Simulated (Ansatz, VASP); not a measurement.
## Zn: VASP beside Ansatz

```
Zn
1.0
     2.66480    0.03997    0.03997
    -1.29778    2.28780    0.01463
     0.07420    0.07420    4.94670
Zn
2
Direct
  0.33333 0.66667 0.25000
  0.66667 0.33333 0.75000
```

Change from the starting cell: equal xy, yz and zx shear strains of +3 %.

Alike in both runs: task single point; functional PBEsol; k mesh 18 × 18 × 8; occupations fermi-dirac, width 0.03 eV; no spin polarisation.

|  | VASP | Ansatz |
| --- | --- | --- |
| version | VASP 6.6.1 | Ansatz 0.2.0 |
| potentials or method | VASP PAW PBE potentials, release 64 (Zn), cutoff 520 eV | all-electron LAPW, scalar-relativistic |

Ansatz gave:

* pressure (GPa): -5.1
* traceless stress, the component that is largest in VASP (GPa): 1.20
* rms of the force components (eV/Å): 0.012

Question: What did VASP give for the same quantities?

Answer: Pressure (GPa): -4.8; traceless stress, the component that is largest in VASP (GPa): 1.08; rms of the force components (eV/Å): 0.011.

VASP's potentials were made for PBE, not for PBEsol. Atom by atom the forces differ by 0.001 eV/Å (rms over components). Ansatz ran all-electron here, and VASP with PAW potentials.
